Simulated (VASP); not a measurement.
Here is a VASP 6.6.1 calculation.

The input INCAR:

```
SYSTEM = Ga2O3
PREC     = Accurate       ! precision mode
ENCUT    = 520            ! plane-wave cutoff, eV
EDIFF    = 1E-6           ! SCF threshold, eV
ISMEAR   = -1             ! smearing method
SIGMA    = 0.02           ! smearing width, eV
LREAL    = .FALSE.        ! projectors in reciprocal space
LASPH    = .TRUE.         ! aspherical terms in the spheres
NELM     = 60             ! most SCF steps
ALGO     = Normal         ! electronic algorithm
ISIF     = 2              ! what is computed and relaxed
LWAVE    = .FALSE.        ! write WAVECAR
LCHARG   = .TRUE.         ! write CHGCAR
GGA      = PE             ! functional
LELF     = .TRUE.         ! ELF
LVHAR    = .TRUE.       
NBANDS   = 55             ! bands
```

Contents of KPOINTS:

```
regular mesh
0
G
  8 8 4
  0 0 0
```

The input POSCAR:

```
Ga2O3
1.0
    5.9435908890     -1.4739712181     -0.0026696340
    5.9435908890      1.4739712181     -0.0026696340
   -1.3421295291      0.0000000000      5.7625237931
Ga O
4 6
Direct
    0.3422886102      0.3422886102      0.6805108439
    0.6577113898      0.6577113898      0.3194891561
    0.9013931246      0.9013931246      0.1930551927
    0.0986068754      0.0986068754      0.8069448073
    0.5066318416      0.5066318416      0.7533351748
    0.4933681584      0.4933681584      0.2466648252
    0.8293402453      0.8293402453      0.4407122432
    0.1706597547      0.1706597547      0.5592877568
    0.1722672795      0.1722672795      0.1148276738
    0.8277327205      0.8277327205      0.8851723262
```

Potentials or basis: VASP PAW PBE potentials, release 64 (Ga_d, O).

Run with:

```console
$ cat potpaw_PBE.64/Ga_d/POTCAR potpaw_PBE.64/O/POTCAR > POTCAR
$ mpirun -np 1 vasp_std > vasp.out
```

Problem. Estimate the band gap on the k mesh.

Solution. 2.60 eV, indirect (least direct gap 2.68 eV).

Problem. Estimate the largest force.

Solution. 0.255 eV/Å.

Problem. Estimate the pressure.

Solution. 15.9 GPa.

Forces on the atoms (eV/Å):
```
Ga   0.058  0.000  0.024
Ga  -0.058  0.000 -0.024
Ga  -0.055  0.000 -0.056
Ga   0.055  0.000  0.056
O   -0.084  0.000 -0.064
O    0.084  0.000  0.064
O    0.041  0.000  0.035
O   -0.041  0.000 -0.035
O    0.255  0.000 -0.001
O   -0.255  0.000  0.001
```

Caveat: the cell differs from its parent crystal (epitaxial xy strain -3.0%). A k mesh can miss the band edges.
